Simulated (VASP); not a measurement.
Set up this calculation in VASP 6.6.1, as the native input.

```yaml
Task: single point
Functional: r2SCAN
Potentials_or_basis: VASP PAW PBE potentials, release 64 (Ti_sv, C)
Cutoff: 520 eV
k_mesh: 11 × 11 × 11
Occupations: fermi-dirac, width 0.05 eV
Spin: no spin polarisation
Dipole_correction: no
Further_INCAR_settings: ALGO = Normal; EDIFF = 1e-07; NBANDS = 15
```

TiC:

```xyz
2
Lattice="0.0000 2.1364 2.1364 2.1364 0.0000 2.1364 2.1364 2.1364 0.0000" Properties=species:S:1:pos:R:3 pbc="T T T"
Ti    0.0000    0.0000    0.0000
C     2.1364    2.1364    2.1364
```

These files were run (other wordings do the same):

POSCAR

```
TiC
1.0
    0.0000000000      2.1364487848      2.1364487848
    2.1364487848      0.0000000000      2.1364487848
    2.1364487848      2.1364487848      0.0000000000
Ti C
1 1
Direct
    0.0000000000      0.0000000000      0.0000000000
    0.5000000000      0.5000000000      0.5000000000
```

INCAR.step1

```
  PREC = Accurate
  ENCUT = 520
  ISMEAR = -1
  SIGMA = 0.05
  LREAL = F
  LASPH = T
  NELM = 80
  NBANDS = 15
  GGA = PE
  ALGO = Normal
  EDIFF = 1E-4
  LWAVE = T
  LCHARG = F
```

INCAR.step2

```
  PREC = Accurate
  ENCUT = 520
  EDIFF = 1E-7
  ISMEAR = -1
  SIGMA = 0.05
  LREAL = F
  LASPH = T
  NELM = 80
  ALGO = Normal
  ISIF = 2
  LWAVE = F
  LCHARG = F
  METAGGA = R2SCAN
  LMIXTAU = T
  NBANDS = 15
  ISTART = 1
```

KPOINTS

```
regular mesh
0
Gamma
  11 11 11
```

Potentials or basis: VASP PAW PBE potentials, release 64 (Ti_sv, C).

Run with:

```sh
$ cat potpaw_PBE.64/Ti_sv/POTCAR potpaw_PBE.64/C/POTCAR > POTCAR
$ cp INCAR.step1 INCAR
$ mpirun -np 1 vasp_std > vasp.out
$ cp INCAR.step2 INCAR
$ mpirun -np 1 vasp_std > vasp.out
```

Results of the run:

The pressure is 11.9 GPa. The band gap on the k mesh is zero (band 8 reaches 10.86 eV, above the bottom of band 9 at 9.50 eV).

Caveat: the PAW data sets were made with another functional, which shifts forces and pressure a little.

Run time: 43 s on 1 thread of Intel(R) Xeon(R) Platinum 8488C (Sapphire Rapids) (shared host), peak memory 0.14 GiB.
